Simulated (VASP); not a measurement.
Wanted: the native input for a VASP 6.6.1 run.

* Task: single point
* Functional: r2SCAN
* Potentials or basis: VASP PAW PBE potentials, release 64 (Mg, S)
* Cutoff: 520 eV
* k mesh: 8 × 8 × 8
* Occupations: gaussian, width 0.01 eV
* Spin: no spin polarisation
* Dipole correction: no
* Further INCAR settings: ALGO = Normal; EDIFF = 1e-06; NBANDS = 11

MgS:

```
CELL_PARAMETERS angstrom
0.00000 2.59293 2.60152
2.59293 0.00000 2.60152
2.59293 2.59293 0.00000
ATOMIC_POSITIONS crystal
Mg 0.00000 0.00000 0.00000
S 0.50000 0.50000 0.50000
```

This cell differs from its parent crystal: biaxial xy strain -0.3%.

These files were run (other wordings do the same):

POSCAR

```
MgS
1.0
    0.0000000000      2.5929329281      2.6015179373
    2.5929329281      0.0000000000      2.6015179373
    2.5929329281      2.5929329281      0.0000000000
Mg S
1 1
Direct
    0.0000000000      0.0000000000      0.0000000000
    0.5000000000      0.5000000000      0.5000000000
```

INCAR.step1

```
SYSTEM = MgS
ALGO = Normal
EDIFF = 1E-4
ENCUT = 520
GGA = PE
ISMEAR = 0
LASPH = .TRUE.
LCHARG = .FALSE.
LREAL = .FALSE.
LWAVE = .TRUE.
NBANDS = 11
NELM = 60
PREC = Accurate
SIGMA = 0.01
```

INCAR.step2

```
SYSTEM = MgS
ALGO = Normal
EDIFF = 1E-6
ENCUT = 520
ISIF = 2
ISMEAR = 0
ISTART = 1
LASPH = .TRUE.
LCHARG = .FALSE.
LMIXTAU = .TRUE.
LREAL = .FALSE.
LWAVE = .FALSE.
METAGGA = R2SCAN
NBANDS = 11
NELM = 60
PREC = Accurate
SIGMA = 0.01
```

KPOINTS

```
k-points
0
G
  8 8 8
  0 0 0
```

Potentials or basis: VASP PAW PBE potentials, release 64 (Mg, S).

Launch:

```console
$ cat potpaw_PBE.64/Mg/POTCAR potpaw_PBE.64/S/POTCAR > POTCAR
$ cp INCAR.step1 INCAR
$ mpirun -np 1 vasp_std > vasp.out
$ cp INCAR.step2 INCAR
$ mpirun -np 1 vasp_std > vasp.out
```

Results of the run:

```json
{
 "Pressure": "0.1 GPa",
 "Band gap on the k mesh": "3.43 eV (least direct gap 4.66 eV)"
}
```

Caveat: the cell differs from its parent crystal (biaxial xy strain -0.3%); the PAW data sets were made with another functional, which shifts forces and pressure a little.

Wall time 61 s on 1 thread of Intel(R) Xeon(R) Platinum 8559C (Emerald Rapids), with other jobs on the host, peak memory 0.17 GiB.
